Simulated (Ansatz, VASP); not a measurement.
**Al2Cu: VASP beside Ansatz**

```
Al Cu
1.0
     2.86524    0.00000    0.00000
    -1.43262    2.48137    0.00000
     0.00000    0.00000   12.49989
Al Cu
4 2
Direct
  0.33333 0.66667 0.50000
  0.66667 0.33333 0.00000
  0.66667 0.33333 0.31852
  0.66667 0.33333 0.68148
  0.33333 0.66667 0.84210
  0.33333 0.66667 0.15790
```

Alike in both runs: task relaxation of cell and atoms; functional PBE; k mesh 18 × 18 × 4; occupations gaussian, width 0.1 eV; no spin polarisation.

|  | VASP | Ansatz |
| --- | --- | --- |
| version | VASP 6.6.1 | Ansatz 0.2.0 |
| potentials or method | VASP PAW PBE potentials, release 64 (Al, Cu), cutoff 600 eV | scalar-relativistic, plane waves, PAW |
| valence electrons in the cell | 34 | 50 |

VASP gave:

- gap on the k mesh at the Fermi level, each at its own relaxed structure (eV): none
- relaxed volume (Å³/atom): 14.73
- relaxed length of the cell vector where the two differ most in proportion (Å): 2.796

What did Ansatz give for the same quantities?

gap on the k mesh at the Fermi level, each at its own relaxed structure (eV): none; relaxed volume (Å³/atom): 14.72; relaxed length of the cell vector where the two differ most in proportion (Å): 2.795.

A gap of «none» marks a metal or a gap that the smearing closes. VASP's potentials hold 34 valence electrons a cell and Ansatz's 50, so a difference there can come from the potentials and not from the codes.
